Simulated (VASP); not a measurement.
Here is a VASP 6.6.1 calculation.

The input INCAR:

```
PREC = Accurate
ENCUT = 500
EDIFF = 1E-6
ISMEAR = 1
SIGMA = 0.02
LREAL = False
LASPH = True
NELM = 120
ALGO = Normal
ISIF = 2
LWAVE = False
LCHARG = False
NBANDS = 8
GGA_COMPAT = False
```

The input KPOINTS:

```
regular mesh
0
Gamma
  10 10 10
```

Contents of POSCAR:

```
Si
1.0
    2.3570365345      0.0000000000      0.0000000000
    0.0000000000      2.3570365345      0.0000000000
    0.0000000000      0.0000000000      2.3570365345
Si
1
Direct
    0.0000000000      0.0000000000      0.0000000000
```

Potentials or basis: VASP PAW LDA potentials, release 64 (Si).

Command:

```console
$ cat potpaw_LDA.64/Si/POTCAR > POTCAR
$ mpirun -np 1 vasp_std > vasp.out
```

**Question.** Estimate the band gap on the k mesh.

**Answer.** Zero (band 2 reaches 18.59 eV, above the bottom of band 3 at 8.11 eV).

**Question.** Predict the pressure.

**Answer.** 30.3 GPa.
